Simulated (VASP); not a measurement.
# Fe (Im-3m) in VASP: notebook, part 2 of 2

VASP 6.6.1.

## (3) Relaxation of volume and atoms at fixed shape, r2SCAN, collinear spin, ferromagnetic start

This run uses another cell than the first one, of 12.02 Å³/atom, 1.027 times its volume.

File POSCAR:

```
Fe
1.0
   -1.4430000000      1.4430000000      1.4430000000
    1.4430000000     -1.4430000000      1.4430000000
    1.4430000000      1.4430000000     -1.4430000000
Fe
1
Direct
    0.0000000000      0.0000000000      0.0000000000
```

File INCAR.step1:

```
SYSTEM = Fe
PREC = Accurate
ENCUT = 600
ISMEAR = 1
SIGMA = 0.1
LREAL = .False.
LASPH = .True.
NELM = 150
ISPIN = 2
MAGMOM = 3.5
LMAXMIX = 4
GGA = PE
ALGO = Normal
EDIFF = 1E-4
LWAVE = .True.
LCHARG = .False.
```

File INCAR.step2:

```
SYSTEM = Fe
PREC = Accurate
ENCUT = 600
EDIFF = 1E-7
ISMEAR = 1
SIGMA = 0.1
LREAL = .False.
LASPH = .True.
NELM = 150
ALGO = Normal
ISIF = 8
LWAVE = .False.
LCHARG = .False.
ISPIN = 2
MAGMOM = 3.5
LORBIT = 11
LMAXMIX = 4
METAGGA = R2SCAN
LMIXTAU = .True.
IBRION = 2
NSW = 80
EDIFFG = -0.02
ISTART = 1
```

File KPOINTS:

```
regular mesh
0
Gamma
  11 11 11
  0 0 0
```

Potentials or basis: VASP PAW PBE potentials, release 64 (Fe).

On the command line:

```sh
$ cat potpaw_PBE.64/Fe/POTCAR > POTCAR
$ cp INCAR.step1 INCAR
$ mpirun -np 1 vasp_std > vasp.out
$ cp INCAR.step2 INCAR
$ mpirun -np 1 vasp_std > vasp.out
```

OUTCAR:

```text
SYSTEM = Fe
   PREC = Accurate
   ENCUT = 600
   EDIFF = 1E-7
   ISMEAR = 1
   LREAL = .False.
   LASPH = .True.
   NELM = 150
   ISIF = 8
   ISPIN = 2
   LORBIT = 11
   METAGGA = R2SCAN
   IBRION = 2
   NSW = 80
   EDIFFG = -0.02
   ISTART = 1

 ion  position               nearest neighbor table
   1  0.000  0.000  0.000-

  LATTYP: Found a body centered cubic cell.
 ALAT       =     2.8860000000

  Lattice vectors:

 A1 = (  -1.4430000000,   1.4430000000,   1.4430000000)
 A2 = (   1.4430000000,  -1.4430000000,   1.4430000000)
 A3 = (   1.4430000000,   1.4430000000,  -1.4430000000)

Analysis of symmetry for initial positions (statically):
=====================================================================
 Subroutine PRICEL returns:
 Original cell was already a primitive cell.

 Routine SETGRP: Setting up the symmetry group for a
 body centered cubic supercell.

 Subroutine GETGRP returns: Found 48 space group operations
[... 9 lines left out ...]

 Routine SETGRP: Setting up the symmetry group for a
 body centered cubic supercell.

 Subroutine GETGRP returns: Found 48 space group operations
 (whereof 48 operations were pure point group operations)
 out of a pool of 48 trial point group operations.

The dynamic configuration has the point symmetry O_h .

Analysis of structural, dynamic, and magnetic symmetry:
=====================================================================
 Subroutine PRICEL returns:
 Original cell was already a primitive cell.

 Routine SETGRP: Setting up the symmetry group for a
 body centered cubic supercell.

 Subroutine GETGRP returns: Found 48 space group operations
 (whereof 48 operations were pure point group operations)
 out of a pool of 48 trial point group operations.

The overall configuration has the point symmetry O_h .

 Subroutine INISYM returns: Found 48 space group operations
[... 5 lines left out ...]
                                     Primitive cell

  volume of cell :      12.0187

  direct lattice vectors                    reciprocal lattice vectors
[... 122 lines left out ...]
   NGX =  9   NGY =  9   NGZ =  9

--------------------------------------- Ionic step        1  -------------------------------------------

 number of electron       7.9999995 magnetization       2.6077531

 Free energy of the ion-electron system (eV)
  ---------------------------------------------------
  ext. energy  EPLUGINS =         0.00000000
  ---------------------------------------------------
  free energy    TOTEN  =       -14.35824526 eV

  energy without entropy =      -14.35843295  energy(sigma->0) =      -14.35830782

------------------------ aborting loop because EDIFF is reached ----------------------------------------

  FORCE on cell =-STRESS in cart. coord.  units (eV):
  Direction    XX          YY          ZZ          XY          YZ          ZX
  --------------------------------------------------------------------------------------
  -------------------------------------------------------------------------------------
  Total       -0.4204391     -0.4204391     -0.4204391      0.0000000      0.0000000     -0.0000000
  in kB      -56.0472965    -56.0472965    -56.0472965      0.0000000      0.0000000     -0.0000000
  external PRESSURE =     -56.0472965 kB  Pullay stress =       0.0000000 kB
[... 57 lines left out ...]
--------------------------------------- Ionic step        3  -------------------------------------------

 number of electron       7.9999999 magnetization       2.6083899

 Free energy of the ion-electron system (eV)
  ---------------------------------------------------
  ext. energy  EPLUGINS =         0.00000000
  ---------------------------------------------------
  free energy    TOTEN  =       -14.36427754 eV

  energy without entropy =      -14.36441358  energy(sigma->0) =      -14.36432289

 E-fermi :   5.5394     XC(G=0): -14.0665

 val. band max:        5.5193451864   @ k =  -0.3636   0.3636   0.1818
 cond. band min:       5.5730978793   @ k =   0.0909   0.0909   0.0000
 fundamental gap:      0.0537526929
 Fermi energy:         5.5394049338

 spin component 1

 k-point     1 :       0.0000    0.0000    0.0000
  band No.  band energies     occupation
      1      -2.9722      1.00000
      2       2.4938      1.00000
      3       2.4938      1.00000
      4       2.4938      1.00000
      5       3.7033      1.00000
      6       3.7033      1.00000
      7      31.2811      0.00000
      8      31.2811      0.00000
      9      31.2811      0.00000
     10      36.1640      0.00000
[... 287 lines left out ...]
 k-point    24 :       0.3636    0.1818    0.0909
  band No.  band energies     occupation
      1       1.0215      1.00000
      2       1.5020      1.00000
      3       2.7465      1.00000
      4       3.8339      1.00000
      5       3.9291      1.00000
      6       9.8490      0.00000
      7      12.9294      0.00000
      8      17.9989      0.00000
      9      21.2262      0.00000
     10      35.7268      0.00000

 [... further k-points ...]

 spin component 2

 k-point     1 :       0.0000    0.0000    0.0000
  band No.  band energies     occupation
      1      -3.6222      1.00000
      2       5.8683     -0.00002
      3       5.8683     -0.00002
      4       5.8683     -0.00002
      5       8.1041      0.00000
      6       8.1041      0.00000
      7      30.8912      0.00000
      8      30.8912      0.00000
      9      30.8912      0.00000
     10      36.7351      0.00000
[... 327 lines left out ...]
  FREE ENERGIE OF THE ION-ELECTRON SYSTEM (eV)
  ---------------------------------------------------
  free  energy   TOTEN  =       -14.3642775433 eV

  energy  without entropy=      -14.3644135820  energy(sigma->0) =      -14.36432289

 reached required accuracy - stopping structural energy minimisation

 total charge

# of ion       s       p       d       tot
------------------------------------------
    1        0.480   0.553   6.182   7.215

 magnetization (x)

# of ion       s       p       d       tot
------------------------------------------
    1       -0.014  -0.123   2.816   2.679
```

OUTCAR.step1:

```text
SYSTEM = Fe
   PREC = Accurate
   ENCUT = 600
   ISMEAR = 1
   LREAL = .False.
   LASPH = .True.
   NELM = 150
[... 861 lines left out ...]
 -----------------------------------------------------------------------------------
      0.00000      0.00000      0.00000         0.000000     -0.000000      0.000000
 -----------------------------------------------------------------------------------
    total drift:                                0.000000     -0.000000      0.000000

  FREE ENERGIE OF THE ION-ELECTRON SYSTEM (eV)
  ---------------------------------------------------
  free  energy   TOTEN  =        -8.2212284181 eV

  energy  without entropy=       -8.2222039563  energy(sigma->0) =       -8.22155360
```

OSZICAR.step1:

```text
N       E                     dE             d eps       ncg     rms          rms(c)
DAV:   1     0.209229382836E+02    0.20923E+02   -0.44694E+03  2312   0.110E+03
DAV:   2    -0.837752456797E+01   -0.29300E+02   -0.27017E+02  2260   0.141E+02
DAV:   3    -0.895855555721E+01   -0.58103E+00   -0.57720E+00  2586   0.252E+01
DAV:   4    -0.896120281219E+01   -0.26473E-02   -0.26469E-02  2422   0.156E+00
DAV:   5    -0.896122349293E+01   -0.20681E-04   -0.20681E-04  2420   0.134E-01    0.112E+01
DAV:   6    -0.830805144493E+01    0.65317E+00   -0.12141E+01  2444   0.516E+01    0.629E+00
DAV:   7    -0.823513588106E+01    0.72916E-01   -0.80292E-01  2450   0.129E+01    0.348E+00
DAV:   8    -0.822825697598E+01    0.68789E-02   -0.46770E-03  2560   0.670E-01    0.130E+00
DAV:   9    -0.822143122403E+01    0.68258E-02   -0.67356E-03  3092   0.708E-01    0.210E-01
DAV:  10    -0.822121318428E+01    0.21804E-03   -0.33808E-04  2314   0.170E-01    0.493E-02
DAV:  11    -0.822122841811E+01   -0.15234E-04   -0.32836E-05  1144   0.695E-02
   1 F= -.82212284E+01 E0= -.82215536E+01  d E =0.975538E-03  mag=     2.2660
```

It took 2 min on 1 thread of AMD EPYC 9R45 (Zen 5), shared host; peak memory 0.12 GiB.

What came out:

```
Free energy                                           : -14.3643 eV
Relaxed volume                                        : 11.69 Å³/atom
Relaxed cell                                          : a = 2.476 Å, b = 2.476 Å, c = 2.476 Å, α = 109.47°, β = 109.47°, γ = 109.47°
Space group after relaxing (to 0.05 Å)                : Im-3m (No. 229)
Energy gained by relaxing                             : 6.0 meV/atom
Ionic steps                                           : 3
Pressure after relaxing                               : 0.0 GPa
Net moment                                            : 2.61 μB per cell
Site moments                                          : Fe +2.68 μB
Valence electrons inside the program's atomic spheres : Fe 7.21
```

The path:
```
step  energy change (eV)  largest force (eV/Å)  pressure (GPa)  volume (Å³)
   1              0.0000                0.0000           -5.60        12.02
   2              0.0028                0.0000            7.64        11.30
   3             -0.0060                0.0000            0.00        11.69
```

Final structure:
```
CELL_PARAMETERS angstrom
-1.42955 1.42955 1.42955
1.42955 -1.42955 1.42955
1.42955 1.42955 -1.42955
ATOMIC_POSITIONS crystal
Fe 0.00000 0.00000 0.00000
```

Caveat: the PAW data sets were made with another functional, which shifts forces and pressure a little.
